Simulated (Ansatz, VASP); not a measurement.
## InPd: VASP beside Ansatz

INCAR

```
PREC = Accurate
ENCUT = 520
EDIFF = 1E-6
ISMEAR = 0
SIGMA = 0.15
LREAL = False
LASPH = True
NELM = 100
ALGO = Fast
ISIF = 2
LWAVE = False
LCHARG = False
GGA = PS
NBANDS = 18
```

File KPOINTS:

```
regular mesh
0
Gamma
  14 14 14
```

Contents of POSCAR:

```
InPd
1.0
    3.2088053983      0.0000000000      0.0000000000
    0.0000000000      3.2088053983      0.0000000000
    0.0000000000      0.0000000000      3.3222750686
In Pd
1 1
Direct
   -0.0149022267      0.0000000000      0.0000000000
    0.5160782172      0.5000000000      0.5000000000
```

Input for Ansatz:

```yaml
crystal:
  lattice:
    - [3.2088053983, 0.0, 0.0]
    - [0.0, 3.2088053983, 0.0]
    - [0.0, 0.0, 3.3222750686]
  atoms:
    - { symbol: In, position: [-0.0149022267, 0.0, 0.0] }
    - { symbol: Pd, position: [0.5160782172, 0.5, 0.5] }
basis:
  ecutwfc: 420
kpoints:
  mp_grid: { grid: [14, 14, 14] }
hamiltonian:
  xc: pbesol
scf:
  occupations: { method: gaussian, width: 0.15 }
output:
  forces: true
  stress: true
  eigenvalues: true
```

Change from the starting cell: mode 4 frozen in at -0.052 Å, strain +e along z and -e/2 along x and y +0.0233.

Alike in both runs: task single point; functional PBEsol; k mesh 14 × 14 × 14; occupations gaussian, width 0.15 eV; no spin polarisation.

|  | VASP | Ansatz |
| --- | --- | --- |
| version | VASP 6.6.1 | Ansatz 0.2.0 |
| potentials or method | VASP PAW PBE potentials, release 64 (In_d, Pd), cutoff 520 eV | scalar-relativistic, plane waves, PAW |
| valence electrons in the cell | 23 | 31 |

Ansatz gave:

```
gap on the k mesh at the Fermi level (eV)                     : none
pressure (GPa)                                                : 0.6
traceless stress, the component that is largest in VASP (GPa) : -0.47
rms of the force components (eV/Å)                            : 0.239
```

Question: Estimate VASP's values.

Answer: gap on the k mesh at the Fermi level (eV): none; pressure (GPa): 0.7; traceless stress, the component that is largest in VASP (GPa): -0.47; rms of the force components (eV/Å): 0.243.

VASP's potentials were made for PBE, not for PBEsol. Atom by atom the forces differ by 0.004 eV/Å (rms over components). A gap of «none» marks a metal or a gap that the smearing closes. VASP's potentials hold 23 valence electrons a cell and Ansatz's 31, so a difference there can come from the potentials and not from the codes.
